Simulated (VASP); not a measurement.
**KBr: single point with PBE**

Crystal: KBr.

```xyz
2
Lattice="0.0000 3.3000 3.3000 3.3000 0.0000 3.3000 3.3000 3.3000 0.0000" Properties=species:S:1:pos:R:3 pbc="T T T"
Br    3.3000    3.3000    3.3000
K     0.0000    0.0000    0.0000
```

```
Program             : VASP 6.6.1
Task                : single point
Functional          : PBE
Potentials or basis : VASP PAW PBE potentials, release 64 (Br, K_sv)
Cutoff              : 500 eV
k mesh              : 7 × 7 × 7
Occupations         : gaussian, width 0.021 eV
Spin                : no spin polarisation
```

The pressure is 0.8 GPa and the band gap on the k mesh is 4.43 eV, direct.

Levels at points of the mesh, in eV from the valence-band top:
```csv
k point,band 4,band 5,band 6,band 7,band 8,band 9,band 10,band 11,band 12,band 13
"(0.00, 0.00, 0.00)",-11.26,-11.26,0.00,0.00,0.00,4.43,7.60,7.60,7.60,8.43
```

It took 21 s on 1 thread of Intel(R) Xeon(R) Platinum 8259CL CPU @ 2.50GHz (Skylake/Cascade Lake), with other jobs on the host, peak memory 0.21 GiB.

A k mesh can miss the band edges.
